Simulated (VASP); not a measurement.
Write the native input for VASP 6.6.1 that does the following.

* Task: single point
* Functional: PBE
* Potentials or basis: VASP PAW PBE potentials, release 64 (Li_sv, Re, S)
* Cutoff: 520 eV
* k mesh: 18 × 18 × 18
* Occupations: gaussian, width 0.1 eV
* Spin: no spin polarisation
* Dipole correction: no
* Further INCAR settings: ALGO = Normal; EDIFF = 1e-06; NBANDS = 19

The structure of LiReS2 lies in POSCAR:

```
LiReS2
1.0
    1.6294567124      0.9407672715      6.6862270161
   -1.6294567124      0.9407672715      6.6862270161
    0.0000000000     -1.8815345431      6.6862270161
Li Re S
1 1 2
Direct
    0.0000000000      0.0000000000      0.0000000000
    0.5000000000      0.5000000000      0.5000000000
    0.2445694270      0.2445694270      0.2445694270
    0.7554305730      0.7554305730      0.7554305730
```

One way to write it, as run:

INCAR

```
  PREC = Accurate
  ENCUT = 520
  EDIFF = 1E-6
  ISMEAR = 0
  SIGMA = 0.1
  LREAL = False
  LASPH = True
  NELM = 80
  ALGO = Normal
  ISIF = 2
  LWAVE = False
  LCHARG = False
  GGA = PE
  NBANDS = 19
```

KPOINTS

```
Automatic mesh
0
Gamma
  18 18 18
```

Potentials or basis: VASP PAW PBE potentials, release 64 (Li_sv, Re, S).

Launch:

```bash
$ cat potpaw_PBE.64/Li_sv/POTCAR potpaw_PBE.64/Re/POTCAR potpaw_PBE.64/S/POTCAR > POTCAR
$ mpirun -np 1 vasp_std > vasp.out
```

It gave:

```
Largest force          : 0.049 eV/Å
Band gap on the k mesh : zero (bands 11 and 12 overlap by 1.60 eV)
```

Caveat: spin-orbit coupling is left out, which moves the levels of the heavy elements.

Run time: 41 min on 1 thread of Intel(R) Xeon(R) 6975P-C (Granite Rapids), with other jobs on the host, peak memory 0.91 GiB.
